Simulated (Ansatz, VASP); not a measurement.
One calculation of Al2Cu, two programs

INCAR

```
PREC = Accurate ; ENCUT = 520
EDIFF = 1E-6 ; ISMEAR = 0
SIGMA = 0.15 ; LREAL = F
LASPH = T ; NELM = 100
ALGO = Fast ; ISIF = 2
LWAVE = F ; LCHARG = F
GGA = PS ; NBANDS = 16
```

The input KPOINTS:

```
regular mesh
0
Gamma
  16 16 16
```

File POSCAR:

```
Al2Cu
1.0
   -1.9942620736      1.9942620736      2.7771232558
    1.9942620736     -1.9942620736      2.7771232558
    1.9942620736      1.9942620736     -2.7771232558
Al Cu
2 1
Direct
    0.7500000000      0.2500000000      0.5000000000
    0.2500000000      0.7500000000      0.5000000000
    0.5000000000      0.5000000000      0.0000000000
```

Input for Ansatz:

```yaml
crystal:
  lattice:
    - [-1.9942620736, 1.9942620736, 2.7771232558]
    - [1.9942620736, -1.9942620736, 2.7771232558]
    - [1.9942620736, 1.9942620736, -2.7771232558]
  atoms:
    - { symbol: Al, position: [0.75, 0.25, 0.5] }
    - { symbol: Al, position: [0.25, 0.75, 0.5] }
    - { symbol: Cu, position: [0.5, 0.5, 0.0] }
basis:
  ecutwfc: 420
kpoints:
  mp_grid: { grid: [16, 16, 16] }
hamiltonian:
  xc: pbesol
scf:
  occupations: { method: gaussian, width: 0.15 }
output:
  forces: true
  stress: true
  eigenvalues: true
  write_density: true
  write_potential: true
  elf: true
  volumetric_format: npy
```

Change from the starting cell: strain -0.015 along x and y, -0.030 along z, atoms carried along.

Alike in both runs: task single point; functional PBEsol; k mesh 16 × 16 × 16; occupations gaussian, width 0.15 eV; no spin polarisation.

|  | VASP | Ansatz |
| --- | --- | --- |
| version | VASP 6.6.1 | Ansatz 0.2.0 |
| potentials or method | VASP PAW PBE potentials, release 64 (Al, Cu), cutoff 520 eV | scalar-relativistic, plane waves, PAW |
| valence electrons in the cell | 17 | 25 |

VASP gave:

- gap on the k mesh at the Fermi level (eV): none
- pressure (GPa): 7.8
- traceless stress, the component that is largest in VASP (GPa): 1.29

Q: Which values does Ansatz return?

A: gap on the k mesh at the Fermi level (eV): none; pressure (GPa): 7.3; traceless stress, the component that is largest in VASP (GPa): 1.29.

VASP's potentials were made for PBE, not for PBEsol. A gap of «none» marks a metal or a gap that the smearing closes. With one functional, cell and mesh, what is left measures potentials, basis and numerics. VASP's potentials hold 17 valence electrons a cell and Ansatz's 25, so a difference there can come from the potentials and not from the codes.
